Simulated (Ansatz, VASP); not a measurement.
**SiC: VASP beside Ansatz**

File INCAR:

```
PREC = Accurate
ENCUT = 600
EDIFF = 1E-6
ISMEAR = 0
SIGMA = 0.02
LREAL = F
LASPH = T
NELM = 80
ALGO = Normal
ISIF = 3
LWAVE = F
LCHARG = F
IBRION = 2
NSW = 100
EDIFFG = -0.005
```

KPOINTS

```
regular mesh
0
Gamma
  10 10 10
```

The input POSCAR:

```
SiC
1.0
    0.0000000000      2.1769966200      2.1769966200
    2.1769966200      0.0000000000      2.1769966200
    2.1769966200      2.1769966200      0.0000000000
Si C
1 1
Direct
    0.7500000000      0.7500000000      0.7500000000
    0.0000000000      0.0000000000      0.0000000000
```

Input for Ansatz:

```yaml
crystal:
  lattice:
    - [0.0, 2.17699662, 2.17699662]
    - [2.17699662, 0.0, 2.17699662]
    - [2.17699662, 2.17699662, 0.0]
  atoms:
    - { symbol: Si, position: [0.75, 0.75, 0.75] }
    - { symbol: C, position: [0.0, 0.0, 0.0] }
basis:
  ecutwfc: 420
kpoints:
  mp_grid: { grid: [10, 10, 10] }
hamiltonian:
  xc: lda
scf:
  occupations: { method: gaussian, width: 0.02 }
output:
  forces: true
  stress: true
  eigenvalues: true
relax:
  adjacent_minimum: "off"
  f_tol: 0.005
  max_steps: 80
  cell: { stress_tol: 0.05 }
```

Alike in both runs: task relaxation of cell and atoms; functional LDA; k mesh 10 × 10 × 10; occupations gaussian, width 0.02 eV; no spin polarisation.

|  | VASP | Ansatz |
| --- | --- | --- |
| version | VASP 6.6.1 | Ansatz 0.2.0 |
| potentials or method | VASP PAW LDA potentials, release 64 (Si, C), cutoff 600 eV | scalar-relativistic, plane waves, PAW |
| valence electrons in the cell | 8 | 8 |

VASP gave:

| Item | Value |
| --- | --- |
| gap on the k mesh at the Fermi level, each at its own relaxed structure (eV) | 1.29 |
| relaxed volume (Å³/atom) | 10.15 |
| relaxed cell length with the largest relative difference (Å) | 3.062 |

Problem. Which values does Ansatz return?

Solution. gap on the k mesh at the Fermi level, each at its own relaxed structure (eV): 1.30; relaxed volume (Å³/atom): 10.14; relaxed cell length with the largest relative difference (Å): 3.061.

LDA's correlation is that of Perdew and Zunger in VASP and of Perdew and Wang (1992) in Ansatz.
